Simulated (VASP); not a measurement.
A run of VASP 6.6.1 is set up as follows.

INCAR

```
SYSTEM = Li4F
PREC = Accurate ; ENCUT = 520
EDIFF = 1E-6 ; ISMEAR = 0
SIGMA = 0.1 ; LREAL = .FALSE.
LASPH = .TRUE. ; NELM = 80
ALGO = Normal ; ISIF = 2
LWAVE = .FALSE. ; LCHARG = .FALSE.
LDIPOL = .TRUE. ; IDIPOL = 3
DIPOL = 0.5 0.5 0.502 ; GGA = PS
IBRION = 2 ; NSW = 45
EDIFFG = -0.02
```

The input KPOINTS:

```
Automatic mesh
0
G
  9 9 1
  0 0 0
```

Contents of POSCAR:

```
Li4F
1.0
    3.0534023716      0.0000000000      0.0000000000
    0.0000000000      3.0534023716      0.0000000000
    0.0000000000      0.0000000000     25.4772445679
Li F
4 1
Selective dynamics
Direct
    0.5000000000      0.5000000000      0.3336310557  F F F
    0.0000000000      0.0000000000      0.4183765436  F F F
    0.5000000000      0.5000000000      0.5064914558  F F F
    0.0000000000      0.0000000000      0.5914671006  F F F
    0.0000000000      0.2500000000      0.6581933117  F F T
```

Potentials or basis: VASP PAW PBE potentials, release 64 (Li_sv, F).

Command:

```sh
$ cat potpaw_PBE.64/Li_sv/POTCAR potpaw_PBE.64/F/POTCAR > POTCAR
$ mpirun -np 1 vasp_std > vasp.out
```

Task: Predict the band gap on the k mesh.

Result: Zero (an odd number of electrons rules out a gap without spin polarisation).

Task: Predict the energy gained by relaxing.

Result: 107.1 meV/atom.

Step by step:
| step | energy change (eV) | largest force on free atoms (eV/Å) | pressure (GPa) |
| --- | --- | --- | --- |
| 1 | 0.0000 | 2.1711 | -0.74 |
| 2 | -0.2165 | 1.9385 | -0.63 |
| 3 | -0.5217 | 0.6387 | 0.53 |
| 4 | -0.5290 | 0.3918 | 0.11 |
| 5 | -0.5355 | 0.0418 | 0.27 |
| 6 | -0.5355 | 0.0530 | 0.30 |
| 7 | -0.5356 | 0.0033 | 0.28 |

Caveat: the cutoff is under 1.25 times the usual one of these potentials, so pressure, stress and relaxed cells hold a basis-set (Pulay) error; the PAW data sets were made with another functional, which shifts forces and pressure a little; an odd number of electrons without spin polarisation forces a metal; a magnetic or distorted state may lie lower.
